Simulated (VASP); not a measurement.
# BaTiO3 (R3m) in VASP: single point with r2SCAN

Aim: the single point of BaTiO3 with r2SCAN.

Program: VASP 6.6.1. These are calculated values, not measurements. Logs are shortened: lines on timing, memory, paths and dates and some standing lists are left out, and cuts for length are marked.

### Step 1. The cell of the first run

Symmetry: R3m, No. 160, trigonal system. The conventional cell has a = 5.726 Å, b = 5.726 Å, c = 7.039 Å, α = 90.00°, β = 90.00°, γ = 120.00°. Within 3.7 Å of Ba (site symmetry 3m) lie 12 O at 2.82 to 2.92 Å and 8 Ti at 3.43 to 3.61 Å. Within 2.5 Å of Ti (site symmetry 3m) lie 6 O at 1.90 to 2.16 Å. Within 2.5 Å of O (site symmetry m) lie 2 Ti at 1.90 to 2.16 Å. O (site symmetry m) has 2 Ti at 1.90 to 2.16 Å within 2.5 Å.

### Step 2. Single point, r2SCAN, collinear spin, zero start

Input file POSCAR:

```
BaTiO3
1.0
   -4.0642526800     -4.0539868300      0.0000000000
   -4.0437412300      4.0539868300      0.0000000000
   -0.0102557200     -0.0102354700     -4.0539665800
Ba Ti O
2 2 6
Direct
    0.0000000000      0.0000000000      0.0000000000
    0.5000000000      0.5000000000      0.0000000000
    0.5130000000      0.0000000000      0.5130000000
    0.0130000000      0.5000000000      0.5130000000
    0.9908000000      0.5000000000      0.9811000000
    0.4908000000      0.0000000000      0.9811000000
    0.7359500000      0.2451500000      0.4908000000
    0.2359500000      0.7451500000      0.4908000000
    0.7359500000      0.7548500000      0.4908000000
    0.2359500000      0.2548500000      0.4908000000
```

Input file INCAR.step1:

```
PREC     = Accurate       # precision mode
ENCUT    = 520            # plane-wave cutoff, eV
ISMEAR   = -1             # smearing method
SIGMA    = 0.1            # smearing width, eV
LREAL    = F              # projectors in reciprocal space
LASPH    = T              # aspherical terms in the spheres
NELM     = 150            # most SCF steps
ISPIN    = 2              # spin polarisation
MAGMOM   = 0 0 0 0 0 0 0 0 0 0 # initial moments
LMAXMIX  = 4              # l up to which the mixer works
NBANDS   = 55             # bands
GGA      = PE             # functional
ALGO     = Normal         # electronic algorithm
EDIFF    = 1E-4           # SCF threshold, eV
LWAVE    = T              # write WAVECAR
LCHARG   = F              # write CHGCAR
```

Input file INCAR.step2:

```
PREC     = Accurate       # precision mode
ENCUT    = 520            # plane-wave cutoff, eV
EDIFF    = 1E-7           # SCF threshold, eV
ISMEAR   = -1             # smearing method
SIGMA    = 0.1            # smearing width, eV
LREAL    = F              # projectors in reciprocal space
LASPH    = T              # aspherical terms in the spheres
NELM     = 150            # most SCF steps
ALGO     = Normal         # electronic algorithm
ISIF     = 2              # what is computed and relaxed
LWAVE    = F              # write WAVECAR
LCHARG   = T              # write CHGCAR
ISPIN    = 2              # spin polarisation
MAGMOM   = 0 0 0 0 0 0 0 0 0 0 # initial moments
LORBIT   = 11             # projections on sites
LMAXMIX  = 4              # l up to which the mixer works
METAGGA  = R2SCAN         # meta-GGA
LMIXTAU  = T            
LELF     = T              # ELF
LVHAR    = T            
NBANDS   = 55             # bands
ISTART   = 1
```

Input file KPOINTS:

```
Automatic mesh
0
Gamma
  3 3 5
  0 0.5 0
```

Potentials or basis: VASP PAW PBE potentials, release 64 (Ba_sv, Ti_sv, O).

The run is started by

```sh
$ cat potpaw_PBE.64/Ba_sv/POTCAR potpaw_PBE.64/Ti_sv/POTCAR potpaw_PBE.64/O/POTCAR > POTCAR
$ cp INCAR.step1 INCAR
$ mpirun -np 1 vasp_std > vasp.out
$ cp INCAR.step2 INCAR
$ mpirun -np 1 vasp_std > vasp.out
```

OUTCAR:

```text
PREC = Accurate
   ENCUT = 520
   EDIFF = 1E-7
   ISMEAR = -1
   LREAL = F
   LASPH = T
   NELM = 150
   ISIF = 2
   ISPIN = 2
   LORBIT = 11
   METAGGA = R2SCAN
   ISTART = 1

 ion  position               nearest neighbor table
   1  0.000  0.000  0.000-  10 2.82   6 2.82   8 2.82   8 2.86   7 2.86   9 2.86  10 2.86   5 2.86
                             5 2.86   9 2.92   6 2.92   7 2.92   3 3.43   3 3.48   4 3.48   4 3.48
   2  0.500  0.500  0.000-   9 2.82   5 2.82   7 2.82   7 2.86   8 2.86  10 2.86   9 2.86   6 2.86
                             6 2.86  10 2.92   5 2.92   8 2.92   4 3.43   4 3.48   3 3.48   3 3.48
   3  0.513  0.000  0.513-   6 1.90   7 1.90   9 1.90   6 2.16   8 2.16  10 2.16   1 3.43   1 3.48
                             2 3.48   2 3.48   2 3.54   1 3.54   2 3.54   1 3.61
   4  0.013  0.500  0.513-   5 1.90   8 1.90  10 1.90   5 2.16   7 2.16   9 2.16   2 3.43   2 3.48
                             1 3.48   1 3.48   1 3.54   2 3.54   1 3.54   2 3.61
   5  0.991  0.500  0.981-   4 1.90   4 2.16   2 2.82   1 2.86   1 2.86   2 2.92
   6  0.491  0.000  0.981-   3 1.90   3 2.16   1 2.82   2 2.86   2 2.86   1 2.92
   7  0.736  0.245  0.491-   3 1.90   4 2.16   2 2.82   2 2.86   1 2.86   1 2.92
   8  0.236  0.745  0.491-   4 1.90   3 2.16   1 2.82   1 2.86   2 2.86   2 2.92
   9  0.736  0.755  0.491-   3 1.90   4 2.16   2 2.82   1 2.86   2 2.86   1 2.92
  10  0.236  0.255  0.491-   4 1.90   3 2.16   1 2.82   2 2.86   1 2.86   2 2.92

  LATTYP: Found a simple monoclinic cell.
 ALAT       =     4.0539924736
 B/A-ratio  =     1.4124256628
 C/A-ratio  =     1.4160033192
 COS(beta)  =    -0.0035741226

  Lattice vectors:

 A1 = (  -0.0102557200,  -0.0102354700,  -4.0539665800)
 A2 = (  -4.0437412300,   4.0539868300,   0.0000000000)
 A3 = (   4.0642526800,   4.0539868300,   0.0000000000)

Analysis of symmetry for initial positions (statically):
=====================================================================
 Subroutine PRICEL returns following result:

  LATTYP: Found a trigonal (rhomboedric) cell.
 ALAT       =     4.0539998024
 COS(alpha) =     0.0025297794
[... 12 lines left out ...]
 Subroutine GETGRP returns: Found  2 space group operations
 (whereof  2 operations were pure point group operations)
 out of a pool of  4 trial point group operations.

The static configuration has the point symmetry C_1h.

Analysis of symmetry for dynamics (positions and initial velocities):
=====================================================================
 Subroutine PRICEL returns following result:

  LATTYP: Found a trigonal (rhomboedric) cell.
 ALAT       =     4.0539998024
 COS(alpha) =     0.0025297794
[... 12 lines left out ...]
 Subroutine GETGRP returns: Found  2 space group operations
 (whereof  2 operations were pure point group operations)
 out of a pool of  4 trial point group operations.

[... 178 lines left out ...]

 spin component 1

 k-point     1 :       0.0000    0.1667   -0.0000
  band No.  band energies     occupation
      1     -55.5204      1.00000
      2     -55.5188      1.00000
      3     -30.7402      1.00000
      4     -30.7376      1.00000
      5     -30.7014      1.00000
      6     -30.6978      1.00000
[... 869 lines left out ...]
     51      11.5223      0.00000
     52      11.5223      0.00000
 Fermi energy:         4.5182369624

 spin component 2

 k-point     1 :       0.0000    0.1667   -0.0000
  band No.  band energies     occupation
      1     -55.5204      1.00000
      2     -55.5188      1.00000
      3     -30.7402      1.00000
      4     -30.7376      1.00000
      5     -30.7014      1.00000
      6     -30.6978      1.00000
[... 869 lines left out ...]
     51      11.5223      0.00000
     52      11.5223      0.00000
 [bands above 52 left out]

------------------------ aborting loop because EDIFF is reached ----------------------------------------

  FORCE on cell =-STRESS in cart. coord.  units (eV):
  Direction    XX          YY          ZZ          XY          YZ          ZX
  --------------------------------------------------------------------------------------
  -------------------------------------------------------------------------------------
  Total       -2.2834260     -2.2837255     -2.2964777      0.0585881      0.0317941      0.0319065
  in kB      -27.4550099    -27.4586116    -27.6119394      0.7044401      0.3822801      0.3836311
  external PRESSURE =     -27.5085203 kB  Pullay stress =       0.0000000 kB

 VOLUME and BASIS-vectors are now :
 -----------------------------------------------------------------------------
  energy-cutoff  :      520.00
  volume of cell :      133.25
      direct lattice vectors                 reciprocal lattice vectors
    -4.064252680 -4.053986830  0.000000000    -0.123335070 -0.123023367  0.000622623
    -4.043741230  4.053986830  0.000000000    -0.123335070  0.123647390 -0.000000172
    -0.010255720 -0.010235470 -4.053966580     0.000000000  0.000000000 -0.246671989

 POSITION                                       TOTAL-FORCE (eV/Angst)
 -----------------------------------------------------------------------------------
      0.00000      0.00000      0.00000        -0.030186     -0.030110     -0.029592
     -4.05400      0.00000      0.00000        -0.030186     -0.030110     -0.029592
     -2.09022     -2.08495     -2.07968        -0.143412     -0.143050     -0.139563
     -2.07997      1.96904     -2.07968        -0.143412     -0.143050     -0.139563
     -6.05879     -1.99974     -3.97735         0.025216      0.025153      0.125242
     -2.00480     -1.99974     -3.97735         0.025216      0.025153      0.125242
     -3.98744     -1.99472     -1.98969         0.127246      0.020814      0.021957
     -3.97719      2.05927     -1.98969         0.127246      0.020814      0.021957
     -6.04854      0.07160     -1.98969         0.021136      0.127193      0.021957
     -1.99454      0.07160     -1.98969         0.021136      0.127193      0.021957
 -----------------------------------------------------------------------------------
    total drift:                                0.001299      0.001360     -0.004932

  FREE ENERGIE OF THE ION-ELECTRON SYSTEM (eV)
  ---------------------------------------------------
  free  energy   TOTEN  =      -148.5275584131 eV

  energy  without entropy=     -148.5275567452  energy(sigma->0) =     -148.52755758

 total charge

# of ion       s       p       d       tot
------------------------------------------
    1        2.015   5.663   0.281   7.959
    2        2.015   5.663   0.281   7.959
    3        2.209   6.256   1.678  10.143
    4        2.209   6.256   1.678  10.143
    5        1.568   3.486   0.000   5.054
    6        1.568   3.486   0.000   5.054
    7        1.568   3.486   0.000   5.054
    8        1.568   3.486   0.000   5.054
    9        1.568   3.486   0.000   5.054
   10        1.568   3.486   0.000   5.054
--------------------------------------------------
tot         17.856  44.753   3.917  66.526

 magnetization (x)

# of ion       s       p       d       tot
------------------------------------------
    1       -0.000   0.000  -0.000  -0.000
    2       -0.000   0.000  -0.000  -0.000
    3        0.000  -0.000  -0.000  -0.000
    4        0.000  -0.000  -0.000  -0.000
    5        0.000   0.000   0.000   0.000
    6        0.000   0.000   0.000   0.000
    7        0.000   0.000   0.000   0.000
    8        0.000   0.000   0.000   0.000
    9        0.000   0.000   0.000   0.000
   10        0.000   0.000   0.000   0.000
--------------------------------------------------
tot          0.000   0.000  -0.000   0.000
```

OUTCAR.step1:

```text
PREC = Accurate
   ENCUT = 520
   ISMEAR = -1
   LREAL = F
   LASPH = T
[... 2053 lines left out ...]
     -3.98744     -1.99472     -1.98969         0.095839      0.043069      0.043763
     -3.97719      2.05927     -1.98969         0.095839      0.043069      0.043763
     -6.04854      0.07160     -1.98969         0.043311      0.095730      0.043763
     -1.99454      0.07160     -1.98969         0.043311      0.095730      0.043763
 -----------------------------------------------------------------------------------
    total drift:                                0.007846      0.007887      0.004401

  FREE ENERGIE OF THE ION-ELECTRON SYSTEM (eV)
  ---------------------------------------------------
  free  energy   TOTEN  =       -80.0897504754 eV

  energy  without entropy=      -80.0897410511  energy(sigma->0) =      -80.08974576
```

Wall time 15 min (1 thread of Intel Xeon Platinum 8259CL at 2.50GHz (Skylake/Cascade Lake), shared host); peak memory 0.43 GiB.

What came out:

| Item | Value |
| --- | --- |
| Free energy | -148.5276 eV |
| Pressure | -2.8 GPa |
| Largest force | 0.246 eV/Å |
| Band gap on the k mesh | 2.75 eV |
| Net moment | 0.00 μB per cell |
| Valence electrons inside the program's atomic spheres | Ba 7.96; Ti 10.14; O 5.05 |

Forces on the atoms (eV/Å):
```
Ba  -0.030 -0.030 -0.030
Ba  -0.030 -0.030 -0.030
Ti  -0.143 -0.143 -0.140
Ti  -0.143 -0.143 -0.140
O    0.025  0.025  0.125
O    0.025  0.025  0.125
O    0.127  0.021  0.022
O    0.127  0.021  0.022
O    0.021  0.127  0.022
O    0.021  0.127  0.022
```

Stress tensor (GPa, compression positive):
```
-2.75  0.07  0.04
 0.07 -2.75  0.04
 0.04  0.04 -2.76
```

Levels at points of the mesh, in eV from the valence-band top:
Spin up:
```csv
k point,band 38,band 39,band 40,band 41,band 42,band 43
"(0.00, 0.50, 0.00)",-0.81,-0.41,-0.41,3.30,3.30,3.51
```
Spin down:
```
           k point  band 38  band 39  band 40  band 41  band 42  band 43
(0.00, 0.50, 0.00)    -0.81    -0.41    -0.41     3.30     3.30     3.51
```

Caveat: the PAW data sets were made with another functional, which shifts forces and pressure a little; spin-orbit coupling is left out, which moves the levels of the heavy elements; a shifted mesh leaves out Γ, where band edges can lie.
